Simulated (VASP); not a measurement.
# Al4NiPd3 (Im-3m) in VASP: settings compared

The runs below take Al4NiPd3 through single point, relaxation of cell and atoms, with r2SCAN, PBE.

Everything below comes from runs of VASP 6.6.1. Logs are shortened: lines on timing, memory, paths and dates and some standing lists are left out, and cuts for length are marked.

**1. The cell of the first run**

The structure is cubic, space group Im-3m (No. 229). Conventional cell: a = 6.075 Å, b = 6.075 Å, c = 6.075 Å, α = 90.00°, β = 90.00°, γ = 90.00°. Al (site symmetry -3m) has 2 Ni at 2.63 Å and 6 Pd at 2.63 Å and 6 Al at 3.04 Å within 3.5 Å. Within 3.5 Å of Ni (site symmetry m-3m) lie 8 Al at 2.63 Å and 6 Pd at 3.04 Å. Within 3.5 Å of Pd (site symmetry 4/mmm) lie 8 Al at 2.63 Å and 2 Ni at 3.04 Å and 4 Pd at 3.04 Å.

**2. Single point, r2SCAN**

POSCAR reads:

```
Al4NiPd3
1.0
   -3.0373203000      3.0373203000      3.0373203000
    3.0373203000     -3.0373203000      3.0373203000
    3.0373203000      3.0373203000     -3.0373203000
Al Ni Pd
4 1 3
Direct
    0.5000000000      0.5000000000      0.5000000000
    0.0000000000      0.5000000000      0.0000000000
    0.5000000000      0.0000000000      0.0000000000
    0.0000000000      0.0000000000      0.5000000000
    0.0000000000      0.0000000000      0.0000000000
    0.5000000000      0.0000000000      0.5000000000
    0.0000000000      0.5000000000      0.5000000000
    0.5000000000      0.5000000000      0.0000000000
```

INCAR.step1 reads:

```
SYSTEM = Al4NiPd3
PREC = Accurate ; ENCUT = 520
ISMEAR = 0 ; SIGMA = 0.1
LREAL = .FALSE. ; LASPH = .TRUE.
NELM = 80 ; NBANDS = 36
GGA = PE ; ALGO = Normal
EDIFF = 1E-4 ; LWAVE = .TRUE.
LCHARG = .FALSE.
```

INCAR.step2 reads:

```
SYSTEM = Al4NiPd3
PREC = Accurate ; ENCUT = 520
EDIFF = 1E-6 ; ISMEAR = 0
SIGMA = 0.1 ; LREAL = .FALSE.
LASPH = .TRUE. ; NELM = 80
ALGO = Normal ; ISIF = 2
LWAVE = .FALSE. ; LCHARG = .FALSE.
METAGGA = R2SCAN ; LMIXTAU = .TRUE.
NBANDS = 36 ; ISTART = 1
```

KPOINTS reads:

```
regular mesh
0
G
  10 10 10
  0 0 0
```

Potentials or basis: VASP PAW PBE potentials, release 64 (Al, Ni, Pd).

On the command line:

```console
cat potpaw_PBE.64/Al/POTCAR potpaw_PBE.64/Ni/POTCAR potpaw_PBE.64/Pd/POTCAR > POTCAR
cp INCAR.step1 INCAR
mpirun -np 1 vasp_std > vasp.out
cp INCAR.step2 INCAR
mpirun -np 1 vasp_std > vasp.out
```

OUTCAR:

```text
SYSTEM = Al4NiPd3
   PREC = Accurate
   ENCUT = 520
   EDIFF = 1E-6
   ISMEAR = 0
   LREAL = .FALSE.
   LASPH = .TRUE.
   NELM = 80
   ISIF = 2
   METAGGA = R2SCAN
   ISTART = 1

 ion  position               nearest neighbor table
   1  0.500  0.500  0.500-   5 2.63   6 2.63   7 2.63   8 2.63   8 2.63   6 2.63   7 2.63   5 2.63
                             4 3.04   3 3.04   2 3.04   2 3.04   4 3.04   3 3.04
   2  0.000  0.500  0.000-   5 2.63   6 2.63   7 2.63   8 2.63   7 2.63   5 2.63   8 2.63   6 2.63
                             4 3.04   4 3.04   1 3.04   1 3.04   3 3.04   3 3.04
   3  0.500  0.000  0.000-   5 2.63   6 2.63   7 2.63   8 2.63   6 2.63   8 2.63   5 2.63   7 2.63
                             4 3.04   1 3.04   1 3.04   4 3.04   2 3.04   2 3.04
   4  0.000  0.000  0.500-   5 2.63   6 2.63   7 2.63   8 2.63   5 2.63   7 2.63   6 2.63   8 2.63
                             3 3.04   2 3.04   1 3.04   3 3.04   1 3.04   2 3.04
   5  0.000  0.000  0.000-   1 2.63   2 2.63   3 2.63   4 2.63   4 2.63   2 2.63   3 2.63   1 2.63
                             7 3.04   7 3.04   8 3.04   6 3.04   8 3.04   6 3.04
   6  0.500  0.000  0.500-   1 2.63   2 2.63   3 2.63   4 2.63   3 2.63   1 2.63   4 2.63   2 2.63
                             7 3.04   8 3.04   8 3.04   5 3.04   7 3.04   5 3.04
   7  0.000  0.500  0.500-   1 2.63   2 2.63   3 2.63   4 2.63   2 2.63   4 2.63   1 2.63   3 2.63
                             6 3.04   5 3.04   8 3.04   8 3.04   6 3.04   5 3.04
   8  0.500  0.500  0.000-   1 2.63   2 2.63   3 2.63   4 2.63   1 2.63   3 2.63   2 2.63   4 2.63
                             6 3.04   6 3.04   7 3.04   7 3.04   5 3.04   5 3.04

  LATTYP: Found a body centered cubic cell.
 ALAT       =     6.0746406000

  Lattice vectors:

 A1 = (  -3.0373203000,   3.0373203000,   3.0373203000)
 A2 = (   3.0373203000,  -3.0373203000,   3.0373203000)
 A3 = (   3.0373203000,   3.0373203000,  -3.0373203000)

Analysis of symmetry for initial positions (statically):
=====================================================================
 Subroutine PRICEL returns:
 Original cell was already a primitive cell.

 Routine SETGRP: Setting up the symmetry group for a
 body centered cubic supercell.

 Subroutine GETGRP returns: Found 48 space group operations
 (whereof 48 operations were pure point group operations)
 out of a pool of 48 trial point group operations.

The static configuration has the point symmetry O_h .

Analysis of symmetry for dynamics (positions and initial velocities):
=====================================================================
 Subroutine PRICEL returns:
 Original cell was already a primitive cell.

 Routine SETGRP: Setting up the symmetry group for a
 body centered cubic supercell.

 Subroutine GETGRP returns: Found 48 space group operations
 (whereof 48 operations were pure point group operations)
 out of a pool of 48 trial point group operations.

The dynamic configuration has the point symmetry O_h .

 Subroutine INISYM returns: Found 48 space group operations
 (whereof 48 operations are pure point group operations),
 and found     1 'primitive' translations

----------------------------------------------------------------------------------------

                                     Primitive cell

  volume of cell :     112.0809

  direct lattice vectors                    reciprocal lattice vectors
    -3.037320300  3.037320300  3.037320300     0.000000000  0.164618792  0.164618792
     3.037320300 -3.037320300  3.037320300     0.164618792  0.000000000  0.164618792
     3.037320300  3.037320300 -3.037320300     0.164618792  0.164618792  0.000000000

  length of vectors
     5.260793078  5.260793078  5.260793078     0.232806129  0.232806129  0.232806129

  position of ions in fractional coordinates (direct lattice)
     0.500000000  0.500000000  0.500000000
     0.000000000  0.500000000  0.000000000
     0.500000000  0.000000000  0.000000000
     0.000000000  0.000000000  0.500000000
     0.000000000  0.000000000  0.000000000
     0.500000000  0.000000000  0.500000000
     0.000000000  0.500000000  0.500000000
     0.500000000  0.500000000  0.000000000

  ion indices of the primitive-cell ions
   primitive index   ion index
                 1           1
                 2           2
                 3           3
                 4           4
                 5           5
                 6           6
                 7           7
                 8           8

----------------------------------------------------------------------------------------

 KPOINTS: regular mesh

Automatic generation of k-mesh.
 Grid dimensions read from file:
 generate k-points for:   10   10   10

 Generating k-lattice:

  Cartesian coordinates                     Fractional coordinates (reciprocal lattice)
     0.000000000  0.016461879  0.016461879     0.100000000  0.000000000  0.000000000
     0.016461879  0.000000000  0.016461879     0.000000000  0.100000000  0.000000000
     0.016461879  0.016461879  0.000000000     0.000000000  0.000000000  0.100000000

  Length of vectors
     0.023280613  0.023280613  0.023280613

  Shift w.r.t. Gamma in fractional coordinates (k-lattice)
     0.000000000  0.000000000  0.000000000

 Subroutine IBZKPT returns following result:
 ===========================================

 Found     47 irreducible k-points:

 Following reciprocal coordinates:
            Coordinates               Weight
  0.000000  0.000000  0.000000      1.000000
  0.100000  0.000000  0.000000     12.000000
  0.200000  0.000000  0.000000     12.000000
  0.300000  0.000000  0.000000     12.000000
  0.400000  0.000000  0.000000     12.000000
  0.500000  0.000000  0.000000      6.000000
[... 16 lines left out ...]
  0.300000  0.300000  0.100000      8.000000
 -0.300000  0.300000  0.100000     24.000000
 [... further k-points ...]
   k-points           NKPTS =     47   k-points in BZ     NKDIM =     47   number of bands    NBANDS=     36
   number of dos      NEDOS =    301   number of ions     NIONS =      8
   total plane-waves  NPLWV =  64000
   dimension x,y,z NGX =    40 NGY =   40 NGZ =   40
   dimension x,y,z NGXF=    80 NGYF=   80 NGZF=   80
   ions per type =               4   1   3
   NGX,Y,Z   is equivalent  to a cutoff of  12.64, 12.64, 12.64 a.u.
   NGXF,Y,Z  is equivalent  to a cutoff of  25.28, 25.28, 25.28 a.u.
 SYSTEM =  Al4NiPd3
   PREC   = accura    normal or accurate (medium, high low for compatibility)
   ISTART =      1    job   : 0-new  1-cont  2-samecut
   ICHARG =      0    charge: 1-file 2-atom 10-const
   ISPIN  =      1    spin polarized calculation?
   LNONCOLLINEAR =      F non collinear calculations
   LSORBIT =      F    spin-orbit coupling
   LASPH  =      T    aspherical Exc in radial PAW
   ENCUT  =  520.0 eV  38.22 Ry    6.18 a.u.   9.78  9.78  9.78*2*pi/ulx,y,z
   NELM   =     80;   NELMIN=  2; NELMDL=  0     # of ELM steps
   EDIFF  = 0.1E-05   stopping-criterion for ELM
   LREAL  =      F    real-space projection
   EDIFFG = 0.1E-04   stopping-criterion for IOM
   NSW    =      0    number of steps for IOM
   IBRION =     -1    ionic relax: 0-MD 1-quasi-New 2-CG
   NFREE  =      0    steps in history (QN), initial steepest desc. (CG)
   ISIF   =      2    stress and relaxation
   ISYM   =      2    0-nonsym 1-usesym 2-fastsym
   POTIM  = 0.5000    time-step for ionic-motion
   TEBEG  =    0.0;   TEEND  =   0.0 temperature during run
   PSTRESS=    0.0 pullay stress
   NELECT =      52.0000    total number of electrons
   NUPDOWN=      -1.0000    fix difference up-down
   EMIN   =  10.00;   EMAX   =-10.00  energy-range for DOS
   EFERMI =   0.00;   METHOD = LEGACY
   ISMEAR =     0;   SIGMA  =   0.10  broadening in eV -4-tet -1-fermi 0-gaus
   EFERMI_NEDOS =   21; number of points for ismear=-14 and -15
   IALGO  =     38    algorithm
   IMIX   =      4    mixing-type and parameters
     AMIX     =   0.40;   BMIX     =  1.00
     AMIX_MAG =   1.60;   BMIX_MAG =  1.00
  volume/ion in A,a.u.               =      14.01        94.54
  Fermi-wavevector in a.u.,A,eV,Ry     =   1.267356  2.394956 21.853565  1.606192
  Thomas-Fermi vector in A             =   2.400508
   LORBIT       =      0    0 simple, 1 ext, 2 COOP (PROOUT), +10 PAW based schemes
   METAGGA = R2SCAN    functional components
   LHFCALC =     F    Hartree Fock is set to
   AEXX    =    0.0000 exact exchange contribution
   IVDW    =     0    specifies the selected vdW correction
   LEPSILON=     F    determine dielectric tensor
   LRPA    =     F    only Hartree local field effects (RPA)
 non-spin polarized calculation
 Gauss-broadening in eV      SIGMA  =   0.10
  energy-cutoff  :      520.00
  volume of cell :      112.08
 maximum number of plane-waves:      3044
   NGX = 19   NGY = 19   NGZ = 19

 number of electron      52.0000002 magnetization

 Free energy of the ion-electron system (eV)
  ---------------------------------------------------
  ext. energy  EPLUGINS =         0.00000000
  ---------------------------------------------------
  free energy    TOTEN  =      -114.25192718 eV

  energy without entropy =     -114.23855486  energy(sigma->0) =     -114.24524102

 E-fermi :  10.0003     XC(G=0): -12.9248

 val. band max:        9.9724980302   @ k =   0.3000   0.1000   0.0000
 cond. band min:      10.0535604355   @ k =   0.5000   0.5000   0.2000
 fundamental gap:      0.0810624053
 Fermi energy:        10.0003052609

 k-point     1 :       0.0000    0.0000    0.0000
  band No.  band energies     occupation
      1      -1.0526      2.00000
      2       2.9805      2.00000
      3       2.9805      2.00000
      4       2.9805      2.00000
      5       4.6971      2.00000
      6       4.6971      2.00000
[... 28 lines left out ...]
     35      15.0000      0.00000
     36      15.0000      0.00000

 k-point     2 :       0.1000    0.0000    0.0000
  band No.  band energies     occupation
      1      -0.9608      2.00000
      2       2.9808      2.00000
      3       2.9886      2.00000
      4       3.0227      2.00000
      5       4.6915      2.00000
      6       4.7209      2.00000
[... 28 lines left out ...]
     35      14.7492      0.00000
     36      15.1458      0.00000
[... 817 lines left out ...]
     35      14.7459      0.00000
     36      14.7459      0.00000

 k-point    24 :      -0.3000    0.3000    0.1000
  band No.  band energies     occupation
      1      -0.1549      2.00000
      2       2.6088      2.00000
      3       3.0349      2.00000
      4       3.3759      2.00000
      5       4.3377      2.00000
      6       4.4475      2.00000
[... 28 lines left out ...]
     35      15.7079      0.00000
     36      16.3434      0.00000

 [... further k-points ...]
[... 5 lines left out ...]
  --------------------------------------------------------------------------------------
  -------------------------------------------------------------------------------------
  Total       -2.8954903     -2.8954903     -2.8954903     -0.0000000     -0.0000000      0.0000000
  in kB      -41.3905240    -41.3905240    -41.3905240     -0.0000000     -0.0000000      0.0000000
  external PRESSURE =     -41.3905240 kB  Pullay stress =       0.0000000 kB

 VOLUME and BASIS-vectors are now :
 -----------------------------------------------------------------------------
  energy-cutoff  :      520.00
  volume of cell :      112.08
      direct lattice vectors                 reciprocal lattice vectors
    -3.037320300  3.037320300  3.037320300     0.000000000  0.164618792  0.164618792
     3.037320300 -3.037320300  3.037320300     0.164618792  0.000000000  0.164618792
     3.037320300  3.037320300 -3.037320300     0.164618792  0.164618792  0.000000000

 POSITION                                       TOTAL-FORCE (eV/Angst)
 -----------------------------------------------------------------------------------
      1.51866      1.51866      1.51866         0.000000     -0.000000      0.000000
      1.51866     -1.51866      1.51866         0.000000     -0.000000      0.000000
     -1.51866      1.51866      1.51866         0.000000     -0.000000      0.000000
      1.51866      1.51866     -1.51866         0.000000     -0.000000      0.000000
      0.00000      0.00000      0.00000         0.000000      0.000000      0.000000
      0.00000      3.03732      0.00000         0.000000      0.000000     -0.000000
      3.03732      0.00000      0.00000        -0.000000     -0.000000     -0.000000
      0.00000      0.00000      3.03732        -0.000000      0.000000     -0.000000
 -----------------------------------------------------------------------------------
    total drift:                               -0.000000     -0.000000      0.000000

  FREE ENERGIE OF THE ION-ELECTRON SYSTEM (eV)
  ---------------------------------------------------
  free  energy   TOTEN  =      -114.2519271779 eV

  energy  without entropy=     -114.2385548590  energy(sigma->0) =     -114.24524102
```

Run time: 18 min. Hardware: 1 thread of AMD EPYC 7R43 (Zen 3), shared host; peak memory 0.33 GiB.

What came out:

```yaml
Free_energy: -114.2519 eV
Pressure: -4.1 GPa
Band_gap_on_the_k_mesh: zero (band 26 reaches 11.81 eV, above the bottom of band 27 at 8.74 eV)
```

Levels at points of the mesh, in eV from the Fermi level:
```csv
k point,band 23,band 24,band 25,band 26,band 27,band 28,band 29,band 30
"(0.00, 0.00, 0.00)",-1.80,-1.80,-1.80,-1.26,-1.26,1.86,2.15,2.15
"(0.50, 0.00, 0.00)",-1.75,-1.18,-0.85,-0.62,1.03,1.19,2.54,3.09
"(0.50, 0.50, 0.50)",-1.62,-1.12,-0.73,-0.73,2.21,2.41,2.41,2.41
```

Caveat: the PAW data sets were made with another functional, which shifts forces and pressure a little. Spin polarisation is off, so any magnetic state and its effect on volume and gap are missing.

(Part 1 of 2 ends here.)
